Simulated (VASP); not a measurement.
# CdH2O2 (P-3m1) in VASP: single point with LDA

Aim: the single point of CdH2O2 with LDA.

All numbers are computed with VASP 6.6.1; they aren't measurements. Logs are shortened: lines on timing, memory, paths and dates and some standing lists are left out, and cuts for length are marked.

## Step 1: The cell of the first run

The structure is trigonal, space group P-3m1 (No. 164). Conventional cell: a = 3.516 Å, b = 3.516 Å, c = 4.643 Å, α = 90.00°, β = 90.00°, γ = 120.00°. Within 3.1 Å of Cd (site symmetry -3m) lie 6 O at 2.32 Å and 6 H at 2.91 Å. Within 1.3 Å of H (site symmetry 3m) lie 1 O at 0.97 Å. Within 1.3 Å of O (site symmetry 3m) lie 1 H at 0.97 Å.

## Step 2: Single point, LDA

Contents of INCAR:

```
SYSTEM = CdH2O2
PREC = Accurate
ENCUT = 520
EDIFF = 1E-6
ISMEAR = 0
SIGMA = 0.1
LREAL = .FALSE.
LASPH = .TRUE.
NELM = 80
ALGO = Normal
ISIF = 2
LWAVE = .FALSE.
LCHARG = .TRUE.
LELF = .TRUE.
LVHAR = .TRUE.
NBANDS = 21
```

Contents of KPOINTS:

```
regular mesh
0
G
  6 6 4
  0 0 0
```

Contents of POSCAR:

```
CdH2O2
1.0
    3.5155259648      0.0000000000      0.0000000000
   -1.7577629824      3.0445347931      0.0000000000
    0.0000000000      0.0000000000      4.6429792900
Cd H O
1 2 2
Direct
    0.0000000000      0.0000000000      0.0000000000
    0.6666666700      0.3333333300      0.5509607200
    0.3333333300      0.6666666700      0.4490392800
    0.6666666700      0.3333333300      0.7593720000
    0.3333333300      0.6666666700      0.2406280000
```

Potentials or basis: VASP PAW LDA potentials, release 64 (Cd, H, O).

The run is started by

```sh
$ cat potpaw_LDA.64/Cd/POTCAR potpaw_LDA.64/H/POTCAR potpaw_LDA.64/O/POTCAR > POTCAR
$ mpirun -np 1 vasp_std > vasp.out
```

OUTCAR:

```text
SYSTEM = CdH2O2
   PREC = Accurate
   ENCUT = 520
   EDIFF = 1E-6
   ISMEAR = 0
   LREAL = .FALSE.
   LASPH = .TRUE.
   NELM = 80
   ISIF = 2

 ion  position               nearest neighbor table
   1  0.000  0.000  0.000-   4 2.32   5 2.32   5 2.32   4 2.32   4 2.32   5 2.32
   2  0.667  0.333  0.551-   4 0.97
   3  0.333  0.667  0.449-   5 0.97
   4  0.667  0.333  0.759-   2 0.97   1 2.32   1 2.32   1 2.32
   5  0.333  0.667  0.241-   3 0.97   1 2.32   1 2.32   1 2.32

  LATTYP: Found a hexagonal cell.
 ALAT       =     3.5155259648
 C/A-ratio  =     1.3207068690

  Lattice vectors:

 A1 = (   3.5155259648,   0.0000000000,   0.0000000000)
 A2 = (  -1.7577629824,   3.0445347931,   0.0000000000)
 A3 = (   0.0000000000,   0.0000000000,   4.6429792900)

Analysis of symmetry for initial positions (statically):
=====================================================================
 Subroutine PRICEL returns:
 Original cell was already a primitive cell.

 Routine SETGRP: Setting up the symmetry group for a
 hexagonal supercell.

 Subroutine GETGRP returns: Found 12 space group operations
 (whereof 12 operations were pure point group operations)
 out of a pool of 24 trial point group operations.
[... 9 lines left out ...]
 hexagonal supercell.

 Subroutine GETGRP returns: Found 12 space group operations
 (whereof 12 operations were pure point group operations)
 out of a pool of 24 trial point group operations.

The dynamic configuration has the point symmetry D_3d.

 Subroutine INISYM returns: Found 12 space group operations
 (whereof 12 operations are pure point group operations),
 and found     1 'primitive' translations

----------------------------------------------------------------------------------------

                                     Primitive cell

  volume of cell :      49.6945

  direct lattice vectors                    reciprocal lattice vectors
     3.515525965  0.000000000  0.000000000     0.284452457  0.164228703  0.000000000
    -1.757762982  3.044534793  0.000000000     0.000000000  0.328457406  0.000000000
     0.000000000  0.000000000  4.642979290     0.000000000  0.000000000  0.215378949

  length of vectors
     3.515525965  3.515525965  4.642979290     0.328457406  0.328457406  0.215378949

  position of ions in fractional coordinates (direct lattice)
     0.000000000  0.000000000  0.000000000
     0.666666670  0.333333330  0.550960720
     0.333333330  0.666666670  0.449039280
     0.666666670  0.333333330  0.759372000
     0.333333330  0.666666670  0.240628000

  ion indices of the primitive-cell ions
   primitive index   ion index
                 1           1
                 2           2
                 3           3
                 4           4
                 5           5

----------------------------------------------------------------------------------------

 KPOINTS: regular mesh

Automatic generation of k-mesh.
 Grid dimensions read from file:
 generate k-points for:    6    6    4

 Generating k-lattice:

  Cartesian coordinates                     Fractional coordinates (reciprocal lattice)
     0.047408743  0.027371450  0.000000000     0.166666667  0.000000000  0.000000000
     0.000000000  0.054742901  0.000000000     0.000000000  0.166666667  0.000000000
     0.000000000  0.000000000  0.053844737     0.000000000  0.000000000  0.250000000

  Length of vectors
     0.054742901  0.054742901  0.053844737

  Shift w.r.t. Gamma in fractional coordinates (k-lattice)
     0.000000000  0.000000000  0.000000000

 Subroutine IBZKPT returns following result:
 ===========================================

 Found     24 irreducible k-points:

 Following reciprocal coordinates:
            Coordinates               Weight
  0.000000  0.000000  0.000000      1.000000
  0.166667  0.000000  0.000000      6.000000
  0.333333  0.000000  0.000000      6.000000
  0.500000  0.000000  0.000000      3.000000
  0.166667  0.166667  0.000000      6.000000
  0.333333  0.166667  0.000000     12.000000
[... 16 lines left out ...]
  0.333333  0.166667  0.500000     12.000000
  0.333333  0.333333  0.500000      2.000000
   k-points           NKPTS =     24   k-points in BZ     NKDIM =     24   number of bands    NBANDS=     21
   number of dos      NEDOS =    301   number of ions     NIONS =      5
   total plane-waves  NPLWV =  28224
   dimension x,y,z NGX =    28 NGY =   28 NGZ =   36
   dimension x,y,z NGXF=    56 NGYF=   56 NGZF=   72
   ions per type =               1   2   2
   NGX,Y,Z   is equivalent  to a cutoff of  13.24, 13.24, 12.89 a.u.
   NGXF,Y,Z  is equivalent  to a cutoff of  26.48, 26.48, 25.78 a.u.
 SYSTEM =  CdH2O2
   PREC   = accura    normal or accurate (medium, high low for compatibility)
   ISTART =      0    job   : 0-new  1-cont  2-samecut
   ICHARG =      2    charge: 1-file 2-atom 10-const
   ISPIN  =      1    spin polarized calculation?
   LNONCOLLINEAR =      F non collinear calculations
   LSORBIT =      F    spin-orbit coupling
   LASPH  =      T    aspherical Exc in radial PAW
   ENCUT  =  520.0 eV  38.22 Ry    6.18 a.u.   6.54  6.54  8.63*2*pi/ulx,y,z
   NELM   =     80;   NELMIN=  2; NELMDL= -5     # of ELM steps
   EDIFF  = 0.1E-05   stopping-criterion for ELM
   LREAL  =      F    real-space projection
   EDIFFG = 0.1E-04   stopping-criterion for IOM
   NSW    =      0    number of steps for IOM
   IBRION =     -1    ionic relax: 0-MD 1-quasi-New 2-CG
   NFREE  =      0    steps in history (QN), initial steepest desc. (CG)
   ISIF   =      2    stress and relaxation
   ISYM   =      2    0-nonsym 1-usesym 2-fastsym
   POTIM  = 0.5000    time-step for ionic-motion
   TEBEG  =    0.0;   TEEND  =   0.0 temperature during run
   PSTRESS=    0.0 pullay stress
   NELECT =      26.0000    total number of electrons
   NUPDOWN=      -1.0000    fix difference up-down
   EMIN   =  10.00;   EMAX   =-10.00  energy-range for DOS
   EFERMI =   0.00;   METHOD = LEGACY
   ISMEAR =     0;   SIGMA  =   0.10  broadening in eV -4-tet -1-fermi 0-gaus
   EFERMI_NEDOS =   21; number of points for ismear=-14 and -15
   IALGO  =     38    algorithm
   IMIX   =      4    mixing-type and parameters
     AMIX     =   0.40;   BMIX     =  1.00
     AMIX_MAG =   1.60;   BMIX_MAG =  1.00
  volume/ion in A,a.u.               =       9.94        67.07
  Fermi-wavevector in a.u.,A,eV,Ry     =   1.319157  2.492846 23.676535  1.740176
  Thomas-Fermi vector in A             =   2.449076
   LORBIT       =      0    0 simple, 1 ext, 2 COOP (PROOUT), +10 PAW based schemes
   GGA     = CA    functional components
   LHFCALC =     F    Hartree Fock is set to
   AEXX    =    0.0000 exact exchange contribution
   IVDW    =     0    specifies the selected vdW correction
   LEPSILON=     F    determine dielectric tensor
   LRPA    =     F    only Hartree local field effects (RPA)
 non-spin polarized calculation
 Gauss-broadening in eV      SIGMA  =   0.10
  energy-cutoff  :      520.00
  volume of cell :       49.69
 maximum number of plane-waves:      1385
 NGX is ok and might be reduce to    28
   NGX = 13   NGY = 13   NGZ = 17

 number of electron      25.9999986 magnetization

 Free energy of the ion-electron system (eV)
  ---------------------------------------------------
  ext. energy  EPLUGINS =         0.00000000
  ---------------------------------------------------
  free energy    TOTEN  =       -25.09723543 eV

  energy without entropy =      -25.09723543  energy(sigma->0) =      -25.09723543

 E-fermi :   0.2256     XC(G=0): -10.5338

 val. band max:       -0.2776216516   @ k =   0.5000   0.0000   0.0000
 cond. band min:       1.2799456775   @ k =   0.0000   0.0000   0.0000
 fundamental gap:      1.5575673291
 Fermi energy:         0.2256159793

 k-point     1 :       0.0000    0.0000    0.0000
  band No.  band energies     occupation
      1     -18.5870      2.00000
      2     -17.5224      2.00000
      3      -7.9098      2.00000
      4      -6.6818      2.00000
      5      -6.6818      2.00000
      6      -5.9210      2.00000
[... 13 lines left out ...]
     20      14.3861      0.00000
     21      16.7011      0.00000

 k-point     2 :       0.1667    0.0000    0.0000
  band No.  band energies     occupation
      1     -18.4778      2.00000
      2     -17.5666      2.00000
      3      -7.6572      2.00000
      4      -6.7127      2.00000
      5      -6.5707      2.00000
      6      -6.0101      2.00000
[... 13 lines left out ...]
     20      14.6459      0.00000
     21      15.7063      0.00000

 k-point     3 :       0.3333    0.0000    0.0000
  band No.  band energies     occupation
      1     -18.2210      2.00000
      2     -17.6878      2.00000
      3      -7.2094      2.00000
      4      -6.5673      2.00000
      5      -6.4232      2.00000
      6      -6.2742      2.00000
[... 13 lines left out ...]
     20      13.1282      0.00000
     21      14.4825      0.00000

 k-point     4 :       0.5000    0.0000    0.0000
  band No.  band energies     occupation
      1     -18.0234      2.00000
      2     -17.8132      2.00000
      3      -7.1469      2.00000
      4      -6.4543      2.00000
      5      -6.4097      2.00000
      6      -5.9554      2.00000
[... 13 lines left out ...]
     20      13.0316      0.00000
     21      14.3454      0.00000

 k-point     5 :       0.1667    0.1667    0.0000
  band No.  band energies     occupation
      1     -18.2957      2.00000
      2     -17.6476      2.00000
      3      -7.2592      2.00000
      4      -6.7928      2.00000
      5      -6.3947      2.00000
      6      -6.1382      2.00000
[... 13 lines left out ...]
     20      13.2739      0.00000
     21      14.8780      0.00000
[... 382 lines left out ...]
     20      13.3178      0.00000
     21      14.5044      0.00000

 k-point    22 :       0.1667    0.1667    0.5000
  band No.  band energies     occupation
      1     -18.1064      2.00000
      2     -17.8406      2.00000
      3      -7.2115      2.00000
      4      -6.9911      2.00000
      5      -6.4546      2.00000
      6      -6.1055      2.00000
[... 13 lines left out ...]
     20      13.3132      0.00000
     21      15.3202      0.00000

 k-point    23 :       0.3333    0.1667    0.5000
  band No.  band energies     occupation
      1     -18.0015      2.00000
      2     -17.8164      2.00000
      3      -7.2893      2.00000
      4      -6.6237      2.00000
      5      -6.4005      2.00000
      6      -6.2092      2.00000
[... 13 lines left out ...]
     20      14.4896      0.00000
     21      15.4757      0.00000

 k-point    24 :       0.3333    0.3333    0.5000
  band No.  band energies     occupation
      1     -17.8890      2.00000
      2     -17.8890      2.00000
      3      -6.9090      2.00000
      4      -6.9090      2.00000
      5      -6.3003      2.00000
      6      -6.3003      2.00000
[... 13 lines left out ...]
     20      15.8944      0.00000
     21      16.6243      0.00000

------------------------ aborting loop because EDIFF is reached ----------------------------------------

  FORCE on cell =-STRESS in cart. coord.  units (eV):
  Direction    XX          YY          ZZ          XY          YZ          ZX
  --------------------------------------------------------------------------------------
  -------------------------------------------------------------------------------------
  Total       -1.5131766     -1.5131766      0.1090255      0.0000000      0.0000000      0.0000000
  in kB      -48.7856616    -48.7856615      3.5150438      0.0000000      0.0000000      0.0000000
  external PRESSURE =     -31.3520931 kB  Pullay stress =       0.0000000 kB

 VOLUME and BASIS-vectors are now :
 -----------------------------------------------------------------------------
  energy-cutoff  :      520.00
  volume of cell :       49.69
      direct lattice vectors                 reciprocal lattice vectors
     3.515525965  0.000000000  0.000000000     0.284452457  0.164228703  0.000000000
    -1.757762982  3.044534793  0.000000000     0.000000000  0.328457406  0.000000000
     0.000000000  0.000000000  4.642979290     0.000000000  0.000000000  0.215378949

 POSITION                                       TOTAL-FORCE (eV/Angst)
 -----------------------------------------------------------------------------------
      0.00000      0.00000      0.00000        -0.000000      0.000000      0.000000
      1.75776      1.01484      2.55810        -0.000000      0.000000     -0.782704
     -0.00000      2.02969      2.08488        -0.000000     -0.000000      0.782704
      1.75776      1.01484      3.52575         0.000000      0.000000      1.005392
     -0.00000      2.02969      1.11723         0.000000      0.000000     -1.005392
 -----------------------------------------------------------------------------------
    total drift:                                0.000000     -0.000000      0.000000

  FREE ENERGIE OF THE ION-ELECTRON SYSTEM (eV)
  ---------------------------------------------------
  free  energy   TOTEN  =       -25.0972354290 eV

  energy  without entropy=      -25.0972354290  energy(sigma->0) =      -25.09723543
```

Run time: 47 s. Hardware: 1 thread of AMD EPYC 7R13, shared host; peak memory 0.13 GiB.

Results:

```yaml
Free_energy: -25.0972 eV
Pressure: -3.1 GPa
Largest_force: 1.005 eV/Å
Band_gap_on_the_k_mesh: 1.56 eV, indirect (least direct gap 1.91 eV)
```

Forces on the atoms (eV/Å):
```
Cd   0.000  0.000  0.000
H    0.000  0.000 -0.783
H    0.000  0.000  0.783
O    0.000  0.000  1.005
O    0.000  0.000 -1.005
```

Caveat: forces of over 1 eV/Å act on the atoms, so gaps and moduli don't describe the material at rest.
